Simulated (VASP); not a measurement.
Crystal: Co.

```
Co
1.0
     0.00000    1.76910    1.76910
     1.76910    0.00000    1.76910
     1.76910    1.76910    0.00000
Co
1
Direct
  0.00000 0.00000 0.00000
```

This isn't the form of Co at room conditions, which is hcp.

| Quantity | Value |
| --- | --- |
| Program | VASP 6.6.1 |
| Task | relaxation of cell and atoms |
| Functional | PBE |
| Potentials or basis | VASP PAW PBE potentials, release 64 (Co) |
| Cutoff | 600 eV |
| k mesh | 15 × 15 × 15 |
| Occupations | fermi-dirac, width 0.05 eV |
| Spin | collinear spin, ferromagnetic start |
| Starting moments | [1.7] μB |

At the start: pressure -3.6 GPa; volume 11.07 Å³/atom.

How do energy, volume and symmetry change on relaxing?

Over 3 steps the energy falls by 2.2 meV/atom and the volume is 10.88 Å³/atom (-1.7 %); space group Fm-3m (No. 225, to 0.1 Å) before and after; moment 1.65 μB per cell.

Step by step:
```
step  energy change (eV)  largest force (eV/Å)  pressure (GPa)  volume (Å³)
   1              0.0000                0.0000           -3.57        11.07
   2              0.0003                0.0000            4.14        10.68
   3             -0.0022                0.0000            0.02        10.88
```

Final structure:
```xyz
1
Lattice="0.0000 1.7588 1.7588 1.7588 0.0000 1.7588 1.7588 1.7588 0.0000" Properties=species:S:1:pos:R:3 pbc="T T T"
Co    0.0000    0.0000    0.0000
```
